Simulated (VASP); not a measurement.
CuPt, 2 atoms in the cell. The structure is trigonal, space group R-3m (No. 166). Conventional cell: a = 2.648 Å, b = 2.648 Å, c = 12.450 Å, α = 90.00°, β = 90.00°, γ = 120.00°. Within 3.4 Å of Cu (site symmetry -3m) lie 6 Pt at 2.58 Å and 6 Cu at 2.65 Å. Within 3.4 Å of Pt (site symmetry -3m) lie 6 Cu at 2.58 Å and 6 Pt at 2.65 Å. 

* Program: VASP 6.6.1
* Task: relaxation of shape and atoms at fixed volume
* Functional: PBEsol
* Potentials or basis: VASP PAW PBE potentials, release 64 (Cu, Pt)
* Cutoff: 600 eV
* k mesh: 18 × 18 × 18
* Occupations: gaussian, width 0.1 eV
* Spin: no spin polarisation
* Dipole correction: no
* Further INCAR settings: ALGO = Fast; EDIFF = 1e-07; IBRION = 2; EDIFFG = -0.01; NSW = 50; ISIF = 4

Potentials or basis: VASP PAW PBE potentials, release 64 (Cu, Pt).

The run is started by

```console
$ cat potpaw_PBE.64/Cu/POTCAR potpaw_PBE.64/Pt/POTCAR > POTCAR
$ mpirun -np 1 vasp_std > vasp.out
```

Hardware: 1 thread of AMD EPYC 9R45 96-Core Processor (Zen 5) (shared host).

Q: How long does it take, and how much memory?

A: Wall time 9.2 min on 1 thread of AMD EPYC 9R45 96-Core Processor (Zen 5), on a shared host, peak memory 0.45 GiB. Counts: scf iterations 31, k points 580, ion steps 2.
